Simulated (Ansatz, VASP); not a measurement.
**SiN2: VASP beside Ansatz**

Contents of INCAR:

```
PREC = Accurate
ENCUT = 600
EDIFF = 1E-6
ISMEAR = 0
SIGMA = 0.02
LREAL = F
LASPH = T
NELM = 80
ALGO = Normal
ISIF = 3
LWAVE = F
LCHARG = F
GGA = PE
IBRION = 2
NSW = 100
EDIFFG = -0.01
```

KPOINTS

```
regular mesh
0
Gamma
  10 10 4
```

The input POSCAR:

```
SiN2
1.0
    1.4384716302     -2.6888869134      0.0000000000
    1.4384716302      2.6888869134      0.0000000000
    0.0000000000      0.0000000000      9.3513173009
Si N
2 4
Direct
    0.7708495075      0.2291504925      0.7617243293
    0.2291504925      0.7708495075      0.2617243293
    0.9166871361      0.0833128639      0.3290832520
    0.0833128639      0.9166871361      0.8290832520
    0.7737038201      0.2262961799      0.1595554127
    0.2262961799      0.7737038201      0.6595554127
```

Input for Ansatz:

```yaml
crystal:
  lattice:
    - [1.4384716302, -2.6888869134, 0.0]
    - [1.4384716302, 2.6888869134, 0.0]
    - [0.0, 0.0, 9.3513173009]
  atoms:
    - { symbol: Si, position: [0.7708495075, 0.2291504925, 0.7617243293] }
    - { symbol: Si, position: [0.2291504925, 0.7708495075, 0.2617243293] }
    - { symbol: "N", position: [0.9166871361, 0.0833128639, 0.329083252] }
    - { symbol: "N", position: [0.0833128639, 0.9166871361, 0.829083252] }
    - { symbol: "N", position: [0.7737038201, 0.2262961799, 0.1595554127] }
    - { symbol: "N", position: [0.2262961799, 0.7737038201, 0.6595554127] }
basis:
  ecutwfc: 420
kpoints:
  mp_grid: { grid: [10, 10, 4] }
hamiltonian:
  xc: pbe
scf:
  occupations: { method: gaussian, width: 0.02 }
output:
  forces: true
  stress: true
  eigenvalues: true
relax:
  adjacent_minimum: "off"
  f_tol: 0.01
  max_steps: 80
  cell: { stress_tol: 0.05 }
```

Change from the starting cell: the structure that the rattled 2H molybdenite type (P6_3/mmc, No. 194) fell into.

Alike in both runs: task relaxation of cell and atoms; functional PBE; k mesh 10 × 10 × 4; occupations gaussian, width 0.02 eV; no spin polarisation.

|  | VASP | Ansatz |
| --- | --- | --- |
| version | VASP 6.6.1 | Ansatz 0.2.0 |
| potentials or method | VASP PAW PBE potentials, release 64 (Si, N), cutoff 600 eV | scalar-relativistic, plane waves, PAW |
| valence electrons in the cell | 28 | 28 |

VASP gave:

| Quantity | Value |
| --- | --- |
| gap on the k mesh at the Fermi level, each at its own relaxed structure (eV) | 2.72 |
| relaxed volume (Å³/atom) | 11.46 |
| relaxed cell length with the largest relative difference (Å) | 8.890 |

Question: What did Ansatz give for the same quantities?

Answer: gap on the k mesh at the Fermi level, each at its own relaxed structure (eV): 2.78; relaxed volume (Å³/atom): 11.93; relaxed cell length with the largest relative difference (Å): 9.253.
